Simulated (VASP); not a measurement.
## Sn4S: relaxation of cell and atoms with PBE

Sn4S:

```
Sn S
1.0
     5.37560    0.00000    0.00000
     0.00000    5.37560    0.00000
     0.00000    0.00000    5.37560
Sn S
4 1
Direct
  0.00000 0.50000 0.50000
  0.50000 0.00000 0.50000
  0.50000 0.50000 0.00000
  0.00000 0.00000 0.00000
  0.50000 0.50000 0.50000
```

* Program: VASP 6.6.1
* Task: relaxation of cell and atoms
* Functional: PBE
* Potentials or basis: VASP PAW PBE potentials, release 64 (Sn_d, S)
* Cutoff: 600 eV
* k mesh: 8 × 8 × 8
* Occupations: gaussian, width 0.1 eV
* Spin: no spin polarisation
* Dipole correction: no
* Further INCAR settings: ALGO = Normal; EDIFF = 1e-06; IBRION = 2; EDIFFG = -0.01; NSW = 100; ISIF = 3

```
Relaxed volume                         : 30.92 Å³/atom
Relaxed cell                           : a = 5.367 Å, b = 5.367 Å, c = 5.367 Å, α = 90.00°, β = 90.00°, γ = 90.00°
Space group after relaxing (to 0.05 Å) : Pm-3m (No. 221)
Energy gained by relaxing              : 0.1 meV/atom
Ionic steps                            : 3
Pressure after relaxing                : 0.0 GPa
Band gap on the k mesh                 : zero (band 31 reaches 6.01 eV, above the bottom of band 32 at 5.45 eV)
```

Step by step:
```csv
step,energy change (eV),largest force (eV/Å),pressure (GPa),volume (Å³)
1,0.0000,0.0000,-0.19,155.34
2,-0.0005,0.0000,0.06,154.51
3,-0.0005,0.0000,-0.04,154.62
```

Final structure:
```xyz
5
Lattice="5.3673 0.0000 0.0000 0.0000 5.3673 0.0000 0.0000 0.0000 5.3673" Properties=species:S:1:pos:R:3 pbc="T T T"
Sn    0.0000    2.6836    2.6836
Sn    2.6836    0.0000    2.6836
Sn    2.6836    2.6836    0.0000
Sn    0.0000    0.0000    0.0000
S     2.6836    2.6836    2.6836
```

Levels at points of the mesh, in eV from the Fermi level:
| k point | band 28 | band 29 | band 30 | band 31 | band 32 | band 33 | band 34 | band 35 |
| --- | --- | --- | --- | --- | --- | --- | --- | --- |
| (0.00, 0.00, 0.00) | -4.33 | -0.82 | -0.82 | -0.82 | 1.48 | 1.48 | 1.48 | 4.19 |
| (0.50, 0.00, 0.00) | -1.18 | -1.18 | -0.74 | 0.16 | 1.02 | 1.02 | 1.02 | 1.63 |
| (0.50, 0.50, 0.00) | -1.45 | -1.09 | -0.36 | -0.36 | -0.08 | -0.08 | 0.35 | 1.49 |
| (0.50, 0.50, 0.50) | -3.21 | -0.66 | -0.66 | -0.66 | 1.28 | 2.02 | 2.02 | 3.62 |

Run time: 15 min on 1 thread of AMD EPYC 7R13 (shared host), peak memory 0.42 GiB.

Caveat: spin-orbit coupling is left out, which moves the levels of the heavy elements.
